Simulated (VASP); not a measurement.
The system is Hf2Pb.

```xyz
6
Lattice="4.1613 0.0000 0.0000 0.0000 4.1613 0.0000 0.0000 0.0000 6.8529" Properties=species:S:1:pos:R:3 pbc="T T T"
Hf    0.0000    0.0000    0.0000
Hf    2.0806    2.0806    0.0000
Hf    0.0000    2.0806    2.2614
Hf    2.0806    0.0000    4.5914
Pb    0.0000    2.0806    5.0369
Pb    2.0806    0.0000    1.8160
```

The cell was generated, and may not be a known phase.

* Program: VASP 6.6.1
* Task: relaxation of cell and atoms
* Functional: PBE
* Potentials or basis: VASP PAW PBE potentials, release 64 (Hf_pv, Pb_d)
* Cutoff: 600 eV
* k mesh: 4 × 4 × 4
* Occupations: gaussian, width 0.1 eV
* Spin: no spin polarisation

At the start: pressure 31.8 GPa; volume 19.78 Å³/atom.

Question: Where does the relaxation end?

Answer: Over 29 steps the energy falls by 501.4 meV/atom and the volume is 23.97 Å³/atom (+21.2 %); space group P4/nmm (No. 129, to 0.1 Å) before and after.

The path:
| step | energy change (eV) | largest force (eV/Å) | pressure (GPa) | volume (Å³) |
| --- | --- | --- | --- | --- |
| 1 | 0.0000 | 2.9161 | 31.84 | 118.67 |
| 2 | 1.0307 | 0.8128 | -16.25 | 198.81 |
| 3 | -2.6899 | 0.7924 | -3.40 | 148.43 |
| 4 | -2.7073 | 0.8601 | -2.04 | 146.41 |
| 5 | -2.7089 | 0.8800 | -1.61 | 145.71 |
| 6 | -2.9057 | 0.6570 | -0.26 | 142.76 |
| 7 | -2.9256 | 0.5466 | 0.46 | 141.59 |
| 8 | -2.9257 | 0.5347 | 0.54 | 141.48 |
| 9 | -2.9514 | 0.2550 | -0.42 | 142.58 |
| 10 | -2.9549 | 0.1198 | -0.87 | 143.14 |
| 11 | -2.9604 | 0.1801 | 0.70 | 140.96 |
| 12 | -2.9625 | 0.1403 | 0.16 | 141.69 |
| 13 | -2.9650 | 0.1610 | 0.10 | 141.87 |
| 14 | -2.9717 | 0.2261 | -0.06 | 142.39 |
| 15 | -2.9802 | 0.3332 | -0.30 | 143.42 |
| 16 | -2.9462 | 0.2380 | -0.62 | 145.41 |
| 17 | -2.9799 | 0.3461 | -0.37 | 143.58 |
| 18 | -2.9806 | 0.3418 | -0.34 | 143.60 |
| 19 | -2.9828 | 0.3298 | -0.34 | 143.65 |
| 20 | -2.9868 | 0.3029 | -0.28 | 143.77 |
| 21 | -2.9921 | 0.2233 | -0.18 | 143.99 |
| 22 | -2.9870 | 0.0077 | 0.03 | 144.43 |
| 23 | -2.9930 | 0.1782 | -0.15 | 144.10 |
| 24 | -2.9971 | 0.1510 | -0.12 | 144.05 |
| 25 | -3.0053 | 0.0740 | 0.00 | 143.87 |
| 26 | -3.0053 | 0.0688 | 0.29 | 143.51 |
| 27 | -3.0080 | 0.0430 | 0.14 | 143.69 |
| 28 | -3.0080 | 0.0433 | 0.14 | 143.70 |
| 29 | -3.0081 | 0.0337 | 0.07 | 143.82 |

Final structure:
```
CELL_PARAMETERS angstrom
4.31805 0.00000 0.00000
0.00000 4.31805 0.00000
0.00000 0.00000 7.71347
ATOMIC_POSITIONS crystal
Hf 0.00000 0.00000 0.00000
Hf 0.50000 0.50000 0.00000
Hf 0.00000 0.50000 0.31006
Hf 0.50000 0.00000 0.68994
Pb 0.00000 0.50000 0.70037
Pb 0.50000 0.00000 0.29963
```

Caveat: the k points lie up to 0.36 Å⁻¹ apart in the final cell; the volume moved by over 15 % at a fixed basis, so the end points are rough.
